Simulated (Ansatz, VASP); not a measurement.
# Two plane-wave programs on Tl3As2

File INCAR:

```
SYSTEM = Tl3As2
PREC     = Accurate       ! precision mode
ENCUT    = 520            ! plane-wave cutoff, eV
EDIFF    = 1E-6           ! SCF threshold, eV
ISMEAR   = 0              ! smearing method
SIGMA    = 0.1            ! smearing width, eV
LREAL    = .FALSE.        ! projectors in reciprocal space
LASPH    = .TRUE.         ! aspherical terms in the spheres
NELM     = 60             ! most SCF steps
ALGO     = Fast           ! electronic algorithm
ISIF     = 2              ! what is computed and relaxed
LWAVE    = .FALSE.        ! write WAVECAR
LCHARG   = .TRUE.         ! write CHGCAR
GGA      = PE             ! functional
LELF     = .TRUE.         ! ELF
LVHAR    = .TRUE.       
NBANDS   = 60             ! bands
```

Contents of KPOINTS:

```
Automatic mesh
0
G
  3 3 3
  0 0 0
```

Contents of POSCAR:

```
Tl3As2
1.0
    3.4653837111      2.0007402184      6.3075187530
   -3.4653837111      2.0007402184      6.3075187530
    0.0000000000     -4.0014804370      6.3075187530
Tl As
6 4
Direct
    0.0562500000      0.4437500000      0.7500000000
    0.7500000000      0.0562500000      0.4437500000
    0.4437500000      0.7500000000      0.0562500000
    0.9437500000      0.5562500000      0.2500000000
    0.2500000000      0.9437500000      0.5562500000
    0.5562500000      0.2500000000      0.9437500000
    0.8521800000      0.8521800000      0.8521800000
    0.6478200000      0.6478200000      0.6478200000
    0.1478200000      0.1478200000      0.1478200000
    0.3521800000      0.3521800000      0.3521800000
```

Input for Ansatz:

```yaml
crystal:
  lattice:
    - [3.4653837111, 2.0007402184, 6.307518753]
    - [-3.4653837111, 2.0007402184, 6.307518753]
    - [0.0, -4.001480437, 6.307518753]
  atoms:
    - { symbol: Tl, position: [0.05625, 0.44375, 0.75] }
    - { symbol: Tl, position: [0.75, 0.05625, 0.44375] }
    - { symbol: Tl, position: [0.44375, 0.75, 0.05625] }
    - { symbol: Tl, position: [0.94375, 0.55625, 0.25] }
    - { symbol: Tl, position: [0.25, 0.94375, 0.55625] }
    - { symbol: Tl, position: [0.55625, 0.25, 0.94375] }
    - { symbol: As, position: [0.85218, 0.85218, 0.85218] }
    - { symbol: As, position: [0.64782, 0.64782, 0.64782] }
    - { symbol: As, position: [0.14782, 0.14782, 0.14782] }
    - { symbol: As, position: [0.35218, 0.35218, 0.35218] }
basis:
  ecutwfc: 420
kpoints:
  mp_grid: { grid: [3, 3, 3] }
hamiltonian:
  xc: pbe
scf:
  occupations: { method: gaussian, width: 0.1 }
  lower_state_search: "off"
output:
  forces: true
  stress: true
  eigenvalues: true
```

Alike in both runs: task single point; functional PBE; k mesh 3 × 3 × 3; occupations gaussian, width 0.1 eV; no spin polarisation.

|  | VASP | Ansatz |
| --- | --- | --- |
| version | VASP 6.6.1 | Ansatz 0.2.0 |
| potentials or method | VASP PAW PBE potentials, release 64 (Tl_d, As), cutoff 520 eV | scalar-relativistic, plane waves, PAW |
| valence electrons in the cell | 98 | 138 |

```csv
,VASP,Ansatz,Ansatz less VASP
gap on the k mesh at the Fermi level (eV),none,none,-
pressure (GPa),9.9,9.9,0.00
"traceless stress, the component that is largest in VASP (GPa)",-1.41,-1.40,+0.012
rms of the force components (eV/Å),0.038,0.037,-0.0004
```

Atom by atom the forces differ by 0.000 eV/Å (rms over components). A gap of «none» marks a metal or a gap that the smearing closes. VASP's potentials hold 98 valence electrons a cell and Ansatz's 138, so a difference there can come from the potentials and not from the codes.

The k mesh is coarse, so the values compare programs but aren't converged. Neither program's run includes spin-orbit coupling.
